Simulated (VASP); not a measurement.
# Pt3Se2 (P4/mmm) in VASP: notebook

The runs below take Pt3Se2 through single point, with PBE.

All numbers are computed with VASP 6.6.1; they aren't measurements. Logs are shortened: lines on timing, memory, paths and dates and some standing lists are left out, and cuts for length are marked.

### 1 The cell of the first run

It takes space group P4/mmm (No. 123, tetragonal). Conventional cell: a = 4.902 Å, b = 4.902 Å, c = 4.744 Å, α = 90.00°, β = 90.00°, γ = 90.00°. Within 3.2 Å of Pt (site symmetry 4/mmm) lie 4 Se at 2.45 Å. Pt (site symmetry mmm) has 2 Se at 2.37 Å within 3.1 Å. Se (site symmetry mmm) has 4 Pt at 2.37 to 2.45 Å within 3.1 Å.

### 2 Single point, PBE

The input, INCAR:

```
PREC = Accurate
ENCUT = 520
EDIFF = 1E-6
ISMEAR = 0
SIGMA = 0.1
LREAL = F
LASPH = T
NELM = 60
ALGO = Normal
ISIF = 2
LWAVE = F
LCHARG = F
GGA = PE
NBANDS = 29
```

The input, KPOINTS:

```
regular mesh
0
Gamma
  4 4 4
```

The input, POSCAR:

```
Pt3Se2
1.0
    4.9020446798      0.0000000000      0.0000000000
    0.0000000000      4.9020446798      0.0000000000
    0.0000000000      0.0000000000      4.7437635558
Pt Se
3 2
Direct
    0.0000000000      0.0000000000      0.5000000000
    0.0000000000      0.5000000000      0.0000000000
    0.5000000000      0.0000000000      0.0000000000
    0.0000000000      0.5000000000      0.5000000000
    0.5000000000      0.0000000000      0.5000000000
```

Potentials or basis: VASP PAW PBE potentials, release 64 (Pt, Se).

On the command line:

```
$ cat potpaw_PBE.64/Pt/POTCAR potpaw_PBE.64/Se/POTCAR > POTCAR
$ mpirun -np 1 vasp_std > vasp.out
```

OUTCAR:

```text
PREC = Accurate
   ENCUT = 520
   EDIFF = 1E-6
   ISMEAR = 0
   LREAL = F
   LASPH = T
   NELM = 60
   ISIF = 2
   GGA = PE

 ion  position               nearest neighbor table
   1  0.000  0.000  0.500-   4 2.45   5 2.45   4 2.45   5 2.45   2 3.41   3 3.41   2 3.41   2 3.41
                             2 3.41   3 3.41   3 3.41   3 3.41
   2  0.000  0.500  0.000-   4 2.37   4 2.37   1 3.41   1 3.41   1 3.41   1 3.41   3 3.47   3 3.47
                             3 3.47   3 3.47
   3  0.500  0.000  0.000-   5 2.37   5 2.37   1 3.41   1 3.41   1 3.41   1 3.41   2 3.47   2 3.47
                             2 3.47   2 3.47
   4  0.000  0.500  0.500-   2 2.37   2 2.37   1 2.45   1 2.45
   5  0.500  0.000  0.500-   3 2.37   3 2.37   1 2.45   1 2.45

  LATTYP: Found a simple tetragonal cell.
 ALAT       =     4.9020446798
 C/A-ratio  =     0.9677112033

  Lattice vectors:

 A1 = (   4.9020446798,   0.0000000000,   0.0000000000)
 A2 = (   0.0000000000,   4.9020446798,   0.0000000000)
 A3 = (   0.0000000000,   0.0000000000,   4.7437635558)

Analysis of symmetry for initial positions (statically):
=====================================================================
 Subroutine PRICEL returns:
 Original cell was already a primitive cell.

 Routine SETGRP: Setting up the symmetry group for a
 simple tetragonal supercell.

 Subroutine GETGRP returns: Found 16 space group operations
 (whereof 16 operations were pure point group operations)
 out of a pool of 16 trial point group operations.

The static configuration has the point symmetry D_4h.

Analysis of symmetry for dynamics (positions and initial velocities):
=====================================================================
 Subroutine PRICEL returns:
 Original cell was already a primitive cell.

 Routine SETGRP: Setting up the symmetry group for a
 simple tetragonal supercell.

 Subroutine GETGRP returns: Found 16 space group operations
 (whereof 16 operations were pure point group operations)
 out of a pool of 16 trial point group operations.

The dynamic configuration has the point symmetry D_4h.

 Subroutine INISYM returns: Found 16 space group operations
 (whereof 16 operations are pure point group operations),
 and found     1 'primitive' translations

----------------------------------------------------------------------------------------

                                     Primitive cell

  volume of cell :     113.9928

  direct lattice vectors                    reciprocal lattice vectors
     4.902044680  0.000000000  0.000000000     0.203996509  0.000000000  0.000000000
     0.000000000  4.902044680  0.000000000     0.000000000  0.203996509  0.000000000
     0.000000000  0.000000000  4.743763556     0.000000000  0.000000000  0.210803087

  length of vectors
     4.902044680  4.902044680  4.743763556     0.203996509  0.203996509  0.210803087

  position of ions in fractional coordinates (direct lattice)
     0.000000000  0.000000000  0.500000000
     0.000000000  0.500000000  0.000000000
     0.500000000  0.000000000  0.000000000
     0.000000000  0.500000000  0.500000000
     0.500000000  0.000000000  0.500000000

  ion indices of the primitive-cell ions
   primitive index   ion index
                 1           1
                 2           2
                 3           3
                 4           4
                 5           5

----------------------------------------------------------------------------------------

 KPOINTS: regular mesh

Automatic generation of k-mesh.
 Grid dimensions read from file:
 generate k-points for:    4    4    4

 Generating k-lattice:

  Cartesian coordinates                     Fractional coordinates (reciprocal lattice)
     0.050999127  0.000000000  0.000000000     0.250000000  0.000000000  0.000000000
     0.000000000  0.050999127  0.000000000     0.000000000  0.250000000  0.000000000
     0.000000000  0.000000000  0.052700772     0.000000000  0.000000000  0.250000000

  Length of vectors
     0.050999127  0.050999127  0.052700772

  Shift w.r.t. Gamma in fractional coordinates (k-lattice)
     0.000000000  0.000000000  0.000000000

 Subroutine IBZKPT returns following result:
 ===========================================

 Found     18 irreducible k-points:

 Following reciprocal coordinates:
            Coordinates               Weight
  0.000000  0.000000  0.000000      1.000000
  0.250000  0.000000  0.000000      4.000000
  0.500000  0.000000  0.000000      2.000000
  0.250000  0.250000  0.000000      4.000000
  0.500000  0.250000  0.000000      4.000000
  0.500000  0.500000  0.000000      1.000000
[... 10 lines left out ...]
  0.500000  0.250000  0.500000      4.000000
  0.500000  0.500000  0.500000      1.000000
   k-points           NKPTS =     18   k-points in BZ     NKDIM =     18   number of bands    NBANDS=     29
   number of dos      NEDOS =    301   number of ions     NIONS =      5
   total plane-waves  NPLWV =  46656
   dimension x,y,z NGX =    36 NGY =   36 NGZ =   36
   dimension x,y,z NGXF=    72 NGYF=   72 NGZF=   72
   ions per type =               3   2
   NGX,Y,Z   is equivalent  to a cutoff of  12.21, 12.21, 12.62 a.u.
   NGXF,Y,Z  is equivalent  to a cutoff of  24.42, 24.42, 25.23 a.u.
 SYSTEM =  unknown system
   PREC   = accura    normal or accurate (medium, high low for compatibility)
   ISTART =      0    job   : 0-new  1-cont  2-samecut
   ICHARG =      2    charge: 1-file 2-atom 10-const
   ISPIN  =      1    spin polarized calculation?
   LNONCOLLINEAR =      F non collinear calculations
   LSORBIT =      F    spin-orbit coupling
   LASPH  =      T    aspherical Exc in radial PAW
   ENCUT  =  520.0 eV  38.22 Ry    6.18 a.u.   9.11  9.11  8.82*2*pi/ulx,y,z
   NELM   =     60;   NELMIN=  2; NELMDL= -5     # of ELM steps
   EDIFF  = 0.1E-05   stopping-criterion for ELM
   LREAL  =      F    real-space projection
   EDIFFG = 0.1E-04   stopping-criterion for IOM
   NSW    =      0    number of steps for IOM
   IBRION =     -1    ionic relax: 0-MD 1-quasi-New 2-CG
   NFREE  =      0    steps in history (QN), initial steepest desc. (CG)
   ISIF   =      2    stress and relaxation
   ISYM   =      2    0-nonsym 1-usesym 2-fastsym
   POTIM  = 0.5000    time-step for ionic-motion
   TEBEG  =    0.0;   TEEND  =   0.0 temperature during run
   PSTRESS=    0.0 pullay stress
   NELECT =      42.0000    total number of electrons
   NUPDOWN=      -1.0000    fix difference up-down
   EMIN   =  10.00;   EMAX   =-10.00  energy-range for DOS
   EFERMI =   0.00;   METHOD = LEGACY
   ISMEAR =     0;   SIGMA  =   0.10  broadening in eV -4-tet -1-fermi 0-gaus
   EFERMI_NEDOS =   21; number of points for ismear=-14 and -15
   IALGO  =     38    algorithm
   IMIX   =      4    mixing-type and parameters
     AMIX     =   0.40;   BMIX     =  1.00
     AMIX_MAG =   1.60;   BMIX_MAG =  1.00
  volume/ion in A,a.u.               =      22.80       153.85
  Fermi-wavevector in a.u.,A,eV,Ry     =   1.173632  2.217844 18.740840  1.377413
  Thomas-Fermi vector in A             =   2.310042
   LORBIT       =      0    0 simple, 1 ext, 2 COOP (PROOUT), +10 PAW based schemes
   GGA     = PE    functional components
   LHFCALC =     F    Hartree Fock is set to
   AEXX    =    0.0000 exact exchange contribution
   IVDW    =     0    specifies the selected vdW correction
   LEPSILON=     F    determine dielectric tensor
   LRPA    =     F    only Hartree local field effects (RPA)
 non-spin polarized calculation
 Gauss-broadening in eV      SIGMA  =   0.10
  energy-cutoff  :      520.00
  volume of cell :      113.99
 maximum number of plane-waves:      3096
   NGX = 19   NGY = 19   NGZ = 17

 number of electron      41.9999999 magnetization

 Free energy of the ion-electron system (eV)
  ---------------------------------------------------
  ext. energy  EPLUGINS =         0.00000000
  ---------------------------------------------------
  free energy    TOTEN  =       -22.57941126 eV

  energy without entropy =      -22.55557018  energy(sigma->0) =      -22.56749072

 E-fermi :   4.9398     XC(G=0): -10.2809

 val. band max:        4.9277992773   @ k =   0.5000   0.0000   0.5000
 cond. band min:       4.9517970358   @ k =   0.2500   0.0000   0.0000
 fundamental gap:      0.0239977585
 Fermi energy:         4.9397561159

 k-point     1 :       0.0000    0.0000    0.0000
  band No.  band energies     occupation
      1     -10.1336      2.00000
      2      -9.1333      2.00000
      3       0.4365      2.00000
      4       0.4365      2.00000
      5       0.7572      2.00000
      6       0.8463      2.00000
[... 21 lines left out ...]
     28      10.4580      0.00000
     29      11.1850      0.00000

 k-point     2 :       0.2500    0.0000    0.0000
  band No.  band energies     occupation
      1      -9.9336      2.00000
      2      -9.1745      2.00000
      3      -0.9957      2.00000
      4       0.4235      2.00000
      5       0.4901      2.00000
      6       1.1258      2.00000
[... 21 lines left out ...]
     28      11.9107      0.00000
     29      12.2070      0.00000

 k-point     3 :       0.5000    0.0000    0.0000
  band No.  band energies     occupation
      1      -9.6605      2.00000
      2      -9.2758      2.00000
      3      -1.9293      2.00000
      4       0.2924      2.00000
      5       0.4042      2.00000
      6       1.0062      2.00000
[... 21 lines left out ...]
     28      12.1300      0.00000
     29      12.5657      0.00000

 k-point     4 :       0.2500    0.2500    0.0000
  band No.  band energies     occupation
      1      -9.7356      2.00000
      2      -9.1893      2.00000
      3      -1.2703      2.00000
      4      -0.6666      2.00000
      5       0.1311      2.00000
      6       0.4814      2.00000
[... 405 lines left out ...]
     28      11.7875      0.00000
     29      12.9760      0.00000

 k-point    17 :       0.5000    0.2500    0.5000
  band No.  band energies     occupation
      1      -8.9078      2.00000
      2      -8.6665      2.00000
      3      -2.3669      2.00000
      4      -2.3633      2.00000
      5      -2.2527      2.00000
      6      -1.0663      2.00000
[... 21 lines left out ...]
     28      12.7576      0.00000
     29      12.9398      0.00000

 k-point    18 :       0.5000    0.5000    0.5000
  band No.  band energies     occupation
      1      -8.6461      2.00000
      2      -8.6461      2.00000
      3      -2.8901      2.00000
      4      -2.3527      2.00000
      5      -2.3527      2.00000
      6      -1.5757      2.00000
[... 21 lines left out ...]
     28      13.6488      0.00000
     29      13.6488      0.00000

------------------------ aborting loop because EDIFF is reached ----------------------------------------

  FORCE on cell =-STRESS in cart. coord.  units (eV):
  Direction    XX          YY          ZZ          XY          YZ          ZX
  --------------------------------------------------------------------------------------
  -------------------------------------------------------------------------------------
  Total        0.1027844      0.1027844      0.2934232      0.0000000     -0.0000000      0.0000000
  in kB        1.4446416      1.4446416      4.1240835      0.0000000     -0.0000000      0.0000000
  external PRESSURE =       2.3377889 kB  Pullay stress =       0.0000000 kB

 VOLUME and BASIS-vectors are now :
 -----------------------------------------------------------------------------
  energy-cutoff  :      520.00
  volume of cell :      113.99
      direct lattice vectors                 reciprocal lattice vectors
     4.902044680  0.000000000  0.000000000     0.203996509  0.000000000  0.000000000
     0.000000000  4.902044680  0.000000000     0.000000000  0.203996509  0.000000000
     0.000000000  0.000000000  4.743763556     0.000000000  0.000000000  0.210803087

 POSITION                                       TOTAL-FORCE (eV/Angst)
 -----------------------------------------------------------------------------------
      0.00000      0.00000      2.37188         0.000000      0.000000      0.000000
      0.00000      2.45102      0.00000         0.000000      0.000000      0.000000
      2.45102      0.00000      0.00000         0.000000      0.000000      0.000000
      0.00000      2.45102      2.37188         0.000000      0.000000      0.000000
      2.45102      0.00000      2.37188         0.000000      0.000000      0.000000
 -----------------------------------------------------------------------------------
    total drift:                                0.000000      0.000000     -0.000000

  FREE ENERGIE OF THE ION-ELECTRON SYSTEM (eV)
  ---------------------------------------------------
  free  energy   TOTEN  =       -22.5794112560 eV

  energy  without entropy=      -22.5555701815  energy(sigma->0) =      -22.56749072
```

It took 23 s on 1 thread of AMD EPYC 9R45 (Zen 5), shared host; peak memory 0.2 GiB.

Results:

```
Free energy            : -22.5794 eV
Pressure               : 0.2 GPa
Band gap on the k mesh : zero (band 21 reaches 5.65 eV, above the bottom of band 22 at 3.97 eV)
```

Stress tensor (GPa, compression positive):
```
0.14 0.00 0.00
0.00 0.14 0.00
0.00 0.00 0.41
```

Caveat: spin-orbit coupling is left out, which moves the levels of the heavy elements.

### 3 Single point, PBE

This run uses another cell than the first one, of 23.08 Å³/atom, 1.012 times its volume.

The input, INCAR:

```
SYSTEM = Pt3Se2
ALGO = Normal
EDIFF = 1E-6
ENCUT = 520
GGA = PE
ISIF = 2
ISMEAR = 0
LASPH = .TRUE.
LCHARG = .FALSE.
LREAL = .FALSE.
LWAVE = .FALSE.
NBANDS = 29
NELM = 80
PREC = Accurate
SIGMA = 0.1
```

The input, KPOINTS:

```
k-points
0
G
  4 4 4
  0 0 0
```

Changes to POSCAR since step 2:

```diff
@@ -2,5 +2,5 @@
 1.0
-    4.9020446798      0.0000000000      0.0000000000
-    0.0000000000      4.9020446798      0.0000000000
-    0.0000000000      0.0000000000      4.7437635558
+    4.5378076500      0.0000000000      0.0000000000
+    0.0000000000      4.5378076500      0.0000000000
+    0.0000000000      0.0000000000      5.6034919800
 Pt Se
```

Potentials or basis: VASP PAW PBE potentials, release 64 (Pt, Se).

On the command line:

```
$ cat potpaw_PBE.64/Pt/POTCAR potpaw_PBE.64/Se/POTCAR > POTCAR
$ mpirun -np 1 vasp_std > vasp.out
```

Wall time 29 s (1 thread of AMD EPYC 9R45 (Zen 5), shared host); peak memory 0.21 GiB.

The run converged. Its results:

```
Free energy            : -20.4242 eV
Pressure               : 1.3 GPa
Band gap on the k mesh : zero (band 21 reaches 5.85 eV, above the bottom of band 22 at 4.16 eV)
```

Stress tensor (GPa, compression positive):
```
 12.08   0.00   0.00
  0.00  12.08   0.00
  0.00   0.00 -20.17
```

Levels at points of the mesh, in eV from the Fermi level:
| k point | band 19 | band 20 | band 21 | band 22 | band 23 | band 24 |
| --- | --- | --- | --- | --- | --- | --- |
| (0.00, 0.00, 0.00) | -0.62 | -0.62 | -0.57 | -0.40 | -0.15 | 0.41 |
| (0.50, 0.00, 0.00) | -1.07 | -0.90 | -0.58 | -0.22 | 0.12 | 0.14 |
| (0.50, 0.50, 0.00) | -0.79 | -0.22 | -0.22 | 0.85 | 1.99 | 1.99 |
| (0.00, 0.00, 0.50) | -0.16 | 0.15 | 0.15 | 0.41 | 1.36 | 1.90 |
| (0.50, 0.00, 0.50) | -0.83 | -0.76 | -0.65 | 0.20 | 0.54 | 3.21 |
| (0.50, 0.50, 0.50) | -0.34 | 0.45 | 1.15 | 1.15 | 1.24 | 1.56 |

Caveat: spin-orbit coupling is left out, which moves the levels of the heavy elements.
